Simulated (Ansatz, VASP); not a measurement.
One calculation of GaAs, two programs

```
Ga As
1.0
     0.00000    2.82685    2.91166
     2.82685    0.00000    2.91166
     2.82685    2.82685    0.00000
Ga As
1 1
Direct
  0.00000 0.00000 0.00000
  0.75000 0.75000 0.75000
```

Change from the starting cell: zz strain of +3 %, PAW files.

Alike in both runs: task electric field gradients; functional PBE; k mesh 11 × 11 × 11; occupations fermi-dirac, width 0.05 eV; no spin polarisation.

|  | VASP | Ansatz |
| --- | --- | --- |
| version | VASP 6.6.1 | Ansatz 0.2.0 |
| potentials or method | VASP PAW PBE potentials, release 64 (Ga_d, As) | PAW with Ansatz's default frozen-core files, scalar-relativistic |
| plane-wave cutoff (eV) | 520 | 420 |
| valence electrons in the cell | 18 | 28 |

|  | VASP | Ansatz | Ansatz less VASP |
| --- | --- | --- | --- |
| pressure (GPa) | 1.4 | 1.2 | -0.18 |
| traceless stress, the component that is largest in VASP (GPa) | -1.21 | -1.21 | -0.005 |
| size of Vzz on the site where it differs most (V/Å²) | 4.6 | 5.4 | +0.77 |

VASP's potentials hold 18 valence electrons a cell and Ansatz's 28, so a difference there can come from the potentials and not from the codes.
